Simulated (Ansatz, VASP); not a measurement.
**Two plane-wave programs on BaTiO3**

```
CELL_PARAMETERS angstrom
-4.00861 0.00000 -4.00861
0.00000 -4.00861 0.00000
-4.00861 0.00000 4.00861
ATOMIC_POSITIONS crystal
Ba 0.00000 0.00000 0.00000
Ba 0.50000 0.00000 0.50000
Ti 0.00000 0.50000 0.50000
Ti 0.50000 0.50000 0.00000
O 0.75000 0.50000 0.25000
O 0.25000 0.50000 0.75000
O 0.00000 0.00000 0.50000
O 0.50000 0.00000 0.00000
O 0.75000 0.50000 0.75000
O 0.25000 0.50000 0.25000
```

Alike in both runs: task single point; functional r2SCAN; k mesh 5 × 6 × 5; occupations gaussian, width 0.0133 eV; no spin polarisation.

|  | VASP | Ansatz |
| --- | --- | --- |
| version | VASP 6.6.1 | Ansatz 0.2.0 |
| potentials or method | VASP PAW PBE potentials, release 64 (Ba_sv, Ti_sv, O), cutoff 520 eV | PAW plane waves |
| valence electrons in the cell | 80 | 80 |

|  | VASP | Ansatz | Ansatz less VASP |
| --- | --- | --- | --- |
| gap on the k mesh at the Fermi level (eV) | 2.12 | 2.15 | +0.023 |
| pressure (GPa) | 0.0 | -1.9 | -1.93 |

VASP's potentials were made for PBE, not for r2SCAN.

Neither program's run includes spin-orbit coupling.
